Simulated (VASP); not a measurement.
V, 1 atom in the cell. The typed cell holds 1 atom: a = 2.618 Å, b = 2.601 Å, c = 2.688 Å, α = 112.45°, β = 111.06°, γ = 105.81°.  This cell differs from its parent crystal: the cell strained at random.

* Program: VASP 6.6.1
* Task: single point
* Functional: RPBE
* Dispersion: D4
* Potentials or basis: VASP PAW PBE potentials, release 64 (V_sv)
* Cutoff: 520 eV
* k mesh: 9 × 9 × 9
* Occupations: methfessel-paxton, width 0.1 eV
* Spin: collinear spin, ferromagnetic start
* Starting moments: [2.0] μB
* Hubbard terms: V d U = 6.2 eV
* Dipole correction: no
* Further INCAR settings: ALGO = Fast; EDIFF = 1e-06; NBANDS = 16

Potentials or basis: VASP PAW PBE potentials, release 64 (V_sv).

Run with:

```bash
$ cat potpaw_PBE.64/V_sv/POTCAR > POTCAR
$ mpirun -np 1 vasp_std > vasp.out
```

Hardware: 1 thread of Intel(R) Xeon(R) 6975P-C (Granite Rapids), with other jobs on the host.

Estimate the wall time of this run.

Wall time 3.6 min on 1 thread of Intel(R) Xeon(R) 6975P-C (Granite Rapids) (shared host), peak memory 0.23 GiB. Counts: scf iterations 31, k points 365.
